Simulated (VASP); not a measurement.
# La (P6_3/mmc) in VASP: a series of runs, part 2 of 2

VASP 6.6.1.

## Step 4: Single point, RPBE

This run uses another cell than the first one, of 39.06 Å³/atom, 1.053 times its volume.

File INCAR:

```
PREC = Accurate
ENCUT = 520
EDIFF = 1E-6
ISMEAR = -1
SIGMA = 0.05
LREAL = F
LASPH = T
NELM = 60
ALGO = Normal
ISIF = 2
LWAVE = F
LCHARG = T
GGA = RP
LELF = T
LVHAR = T
NBANDS = 30
```

File KPOINTS:

```
Automatic mesh
0
Gamma
  8 8 3
```

File POSCAR:

```
La
1.0
    3.8247730427      0.0000000000      0.0000000000
   -1.9123865214      3.3123506187      0.0000000000
    0.0000000000      0.0000000000     12.3317844057
La
4
Direct
    0.6666666667      0.3333333333      0.2500000000
    0.3333333333      0.6666666667      0.7500000000
    0.0000000000      0.0000000000      0.5000000000
    0.0000000000      0.0000000000      0.0000000000
```

Potentials or basis: VASP PAW PBE potentials, release 64 (La).

Started as:

```console
$ cat potpaw_PBE.64/La/POTCAR > POTCAR
$ mpirun -np 1 vasp_std > vasp.out
```

OUTCAR:

```text
PREC = Accurate
   ENCUT = 520
   EDIFF = 1E-6
   ISMEAR = -1
   LREAL = F
   LASPH = T
   NELM = 60
   ISIF = 2
   GGA = RP

 ion  position               nearest neighbor table
   1  0.667  0.333  0.250-
   2  0.333  0.667  0.750-
   3  0.000  0.000  0.500-
   4  0.000  0.000  0.000-

  LATTYP: Found a hexagonal cell.
 ALAT       =     3.8247730427
 C/A-ratio  =     3.2241872310

  Lattice vectors:

 A1 = (   3.8247730427,   0.0000000000,   0.0000000000)
 A2 = (  -1.9123865214,   3.3123506187,   0.0000000000)
 A3 = (   0.0000000000,   0.0000000000,  12.3317844057)

Analysis of symmetry for initial positions (statically):
=====================================================================
 Subroutine PRICEL returns:
 Original cell was already a primitive cell.

 Routine SETGRP: Setting up the symmetry group for a
 hexagonal supercell.

 Subroutine GETGRP returns: Found 24 space group operations
[... 160 lines left out ...]
  ---------------------------------------------------
  free energy    TOTEN  =       -18.22244850 eV

  energy without entropy =      -18.16911444  energy(sigma->0) =      -18.19578147

 E-fermi :   7.4881     XC(G=0):  -9.2739

 val. band max:        7.4768926709   @ k =   0.3750   0.2500   0.3333
 cond. band min:       7.4888273894   @ k =   0.3750   0.2500   0.0000
 fundamental gap:      0.0119347185
 Fermi energy:         7.4881402648

 k-point     1 :       0.0000    0.0000    0.0000
  band No.  band energies     occupation
      1     -25.4855      2.00000
      2     -25.4067      2.00000
      3     -25.3996      2.00000
      4     -25.3185      2.00000
      5      -9.7794      2.00000
      6      -9.2134      2.00000
[... 649 lines left out ...]
     29       8.9939      0.00000
     30       9.0104      0.00000

------------------------ aborting loop because EDIFF is reached ----------------------------------------

  FORCE on cell =-STRESS in cart. coord.  units (eV):
  Direction    XX          YY          ZZ          XY          YZ          ZX
  --------------------------------------------------------------------------------------
  -------------------------------------------------------------------------------------
  Total        0.0377643      0.0377643      0.0398874     -0.0000000      0.0000000      0.0000000
  in kB        0.3872792      0.3872792      0.4090521     -0.0000000      0.0000000      0.0000000
  external PRESSURE =       0.3945369 kB  Pullay stress =       0.0000000 kB

 VOLUME and BASIS-vectors are now :
 -----------------------------------------------------------------------------
  energy-cutoff  :      520.00
  volume of cell :      156.23
      direct lattice vectors                 reciprocal lattice vectors
     3.824773043  0.000000000  0.000000000     0.261453422  0.150950204  0.000000000
    -1.912386521  3.312350619  0.000000000     0.000000000  0.301900407  0.000000000
     0.000000000  0.000000000 12.331784406     0.000000000  0.000000000  0.081091265

 POSITION                                       TOTAL-FORCE (eV/Angst)
 -----------------------------------------------------------------------------------
      1.91239      1.10412      3.08295        -0.000000      0.000000     -0.000000
     -0.00000      2.20823      9.24884         0.000000      0.000000     -0.000000
      0.00000      0.00000      6.16589        -0.000000      0.000000      0.000000
      0.00000      0.00000      0.00000        -0.000000      0.000000      0.000000
 -----------------------------------------------------------------------------------
    total drift:                               -0.000000      0.000000      0.000000

  FREE ENERGIE OF THE ION-ELECTRON SYSTEM (eV)
  ---------------------------------------------------
  free  energy   TOTEN  =       -18.2224485005 eV

  energy  without entropy=      -18.1691144411  energy(sigma->0) =      -18.19578147
```

OSZICAR:

```text
N       E                     dE             d eps       ncg     rms          rms(c)
DAV:   1     0.575403897132E+03    0.57540E+03   -0.14742E+04  1200   0.197E+03
DAV:   2     0.117071603742E+03   -0.45833E+03   -0.44880E+03  1744   0.390E+02
DAV:   3    -0.165228193845E+01   -0.11872E+03   -0.11630E+03  2022   0.232E+02
DAV:   4    -0.156886604181E+02   -0.14036E+02   -0.13549E+02  2240   0.832E+01
DAV:   5    -0.177827763331E+02   -0.20941E+01   -0.20358E+01  2368   0.328E+01    0.489E+00
DAV:   6    -0.180993554066E+02   -0.31658E+00   -0.28234E+00  2376   0.134E+01    0.253E+00
DAV:   7    -0.182124119641E+02   -0.11306E+00   -0.61864E-01  2304   0.681E+00    0.805E-01
DAV:   8    -0.182244015511E+02   -0.11990E-01   -0.58473E-02  2400   0.222E+00    0.435E-01
DAV:   9    -0.182223819822E+02    0.20196E-02   -0.20920E-02  2192   0.140E+00    0.879E-02
DAV:  10    -0.182225419795E+02   -0.16000E-03   -0.32447E-03  2328   0.537E-01    0.831E-02
DAV:  11    -0.182225101479E+02    0.31832E-04   -0.46743E-04  2320   0.198E-01    0.674E-02
DAV:  12    -0.182224480513E+02    0.62097E-04   -0.18005E-04  2160   0.131E-01    0.237E-02
DAV:  13    -0.182224477924E+02    0.25891E-06   -0.58868E-05  2016   0.539E-02    0.757E-03
DAV:  14    -0.182224485005E+02   -0.70808E-06   -0.50047E-06  1680   0.277E-02
   1 F= -.18222449E+02 E0= -.18195781E+02  d E =-.533341E-01
```

stdout:

```text
POSCAR found type information on POSCAR La
 POSCAR found :  1 types and       4 ions
 scaLAPACK will be used
 -----------------------------------------------------------------------------
|                                                                             |
|                                                                             |
|     You enforced a specific xc type in the INCAR file but a different       |
|     I HOPE YOU KNOW WHAT YOU ARE DOING!                                     |
|                                                                             |
 -----------------------------------------------------------------------------

 LDA part: xc-table for (Slater+PW92), standard interpolation
 POSCAR, INCAR and KPOINTS ok, starting setup
 FFT: planning ... GRIDC
 FFT: planning ... GRID_SOFT
 FFT: planning ... GRID
 WAVECAR not read
 entering main loop
```

It took 2 min on 1 thread of AMD EPYC 7R43 (Zen 3), shared host; peak memory 0.25 GiB.

Results:

```yaml
Free_energy: -18.2224 eV
Pressure: 0.0 GPa
Band_gap_on_the_k_mesh: zero (band 22 reaches 8.35 eV, above the bottom of band 23 at 7.23 eV)
```

Caveat: the PAW data sets were made with another functional, which shifts forces and pressure a little; spin-orbit coupling is left out, which moves the levels of the heavy elements.

## Step 5: Summary

| level | cell | gap on the mesh (eV) | pressure (GPa) |
| --- | --- | --- | --- |
| PBE | a = 3.761, b = 3.761, c = 12.113 Å, angles 90.0, 90.0, 120.0°, 4 atoms | none | 0.1 |
| revPBE | a = 3.807, b = 3.807, c = 12.271 Å, angles 90.0, 90.0, 120.0°, 4 atoms | none | 0.1 |
| RPBE | a = 3.825, b = 3.825, c = 12.332 Å, angles 90.0, 90.0, 120.0°, 4 atoms | none | 0.0 |

Alike in all rows: task single point; potentials or basis VASP PAW PBE potentials, release 64 (La); no spin polarisation; k mesh 8 × 8 × 3; cutoff (eV) 520; smearing fermi-dirac 0.05 eV.

Caveats: spin-orbit coupling is left out, which moves the levels of the heavy elements; the PAW data sets were made with another functional, which shifts forces and pressure a little (some runs).

Absolute energies hang on the potentials; compare differences alone.
